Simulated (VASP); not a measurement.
Set up this calculation in VASP 6.6.1, as the native input.

```
Task                   : single point
Functional             : r2SCAN
Potentials or basis    : VASP PAW PBE potentials, release 64 (Au, Zn)
Cutoff                 : 520 eV
k mesh                 : 11 × 11 × 11
Occupations            : fermi-dirac, width 0.1 eV
Spin                   : no spin polarisation
Dipole correction      : no
Further INCAR settings : ALGO = Normal; EDIFF = 1e-06; NBANDS = 18
```

ZnAu:

```xyz
2
Lattice="3.1482 0.0000 0.0000 0.0000 3.1482 0.0000 0.0000 0.0000 3.1482" Properties=species:S:1:pos:R:3 pbc="T T T"
Au    0.0000    0.0000    0.0000
Zn    1.5741    1.5741    1.5741
```

One way to write it, as run:

POSCAR

```
ZnAu
1.0
    3.1482340643      0.0000000000      0.0000000000
    0.0000000000      3.1482340643      0.0000000000
    0.0000000000      0.0000000000      3.1482340643
Au Zn
1 1
Direct
    0.0000000000      0.0000000000      0.0000000000
    0.5000000000      0.5000000000      0.5000000000
```

INCAR.step1

```
SYSTEM = ZnAu
PREC = Accurate
ENCUT = 520
ISMEAR = -1
SIGMA = 0.1
LREAL = .False.
LASPH = .True.
NELM = 100
NBANDS = 18
GGA = PE
ALGO = Normal
EDIFF = 1E-4
LWAVE = .True.
LCHARG = .False.
```

INCAR.step2

```
SYSTEM = ZnAu
PREC = Accurate
ENCUT = 520
EDIFF = 1E-6
ISMEAR = -1
SIGMA = 0.1
LREAL = .False.
LASPH = .True.
NELM = 100
ALGO = Normal
ISIF = 2
LWAVE = .False.
LCHARG = .False.
METAGGA = R2SCAN
LMIXTAU = .True.
NBANDS = 18
ISTART = 1
```

KPOINTS

```
Automatic mesh
0
Gamma
  11 11 11
  0 0 0
```

Potentials or basis: VASP PAW PBE potentials, release 64 (Au, Zn).

Launch:

```console
$ cat potpaw_PBE.64/Au/POTCAR potpaw_PBE.64/Zn/POTCAR > POTCAR
$ cp INCAR.step1 INCAR
$ mpirun -np 1 vasp_std > vasp.out
$ cp INCAR.step2 INCAR
$ mpirun -np 1 vasp_std > vasp.out
```

Results of the run:

| Item | Value |
| --- | --- |
| Pressure | 0.3 GPa |

Caveat: the PAW data sets were made with another functional, which shifts forces and pressure a little.

Run time: 55 s on 1 thread of AMD EPYC 9R45 96-Core Processor (Zen 5), on a shared host, peak memory 0.14 GiB.
